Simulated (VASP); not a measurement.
## Na: single point with LDA

Na:

```
Na
1.0
     3.70038    0.00000    0.00000
    -1.85019    3.20463    0.00000
     0.00000    0.00000   12.53732
Na
4
Direct
  0.66667 0.33333 0.75000
  0.00000 0.00000 0.50000
  0.33333 0.66667 0.25000
  0.00000 0.00000 0.00000
```

```
Program             : VASP 6.6.1
Task                : single point
Functional          : LDA
Potentials or basis : VASP PAW LDA potentials, release 64 (Na_pv)
Cutoff              : 520 eV
k mesh              : 5 × 5 × 2
Occupations         : fermi-dirac, width 0.05 eV
Spin                : no spin polarisation
```

The pressure is -0.9 GPa and the band gap on the k mesh is zero (band 14 reaches 1.10 eV, above the bottom of band 15 at -2.14 eV).

Stress tensor (GPa, compression positive):
```
-0.82  0.00  0.00
 0.00 -0.82  0.00
 0.00  0.00 -0.94
```

Levels at points of the mesh, in eV from the Fermi level:
```tsv
k point	band 10	band 11	band 12	band 13	band 14	band 15	band 16	band 17	band 18	band 19
(0.00, 0.00, 0.00)	-24.92	-24.92	-24.92	-3.25	-2.27	-2.27	0.45	0.71	5.12	5.12
(0.00, 0.00, 0.50)	-24.92	-24.92	-24.92	-3.01	-3.01	-1.07	-1.07	2.66	2.66	7.94
```

It took 10 s on 1 thread of Intel(R) Xeon(R) 6975P-C (Granite Rapids) (shared host), peak memory 0.19 GiB.

Caveat: the k points lie up to 0.39 Å⁻¹ apart.
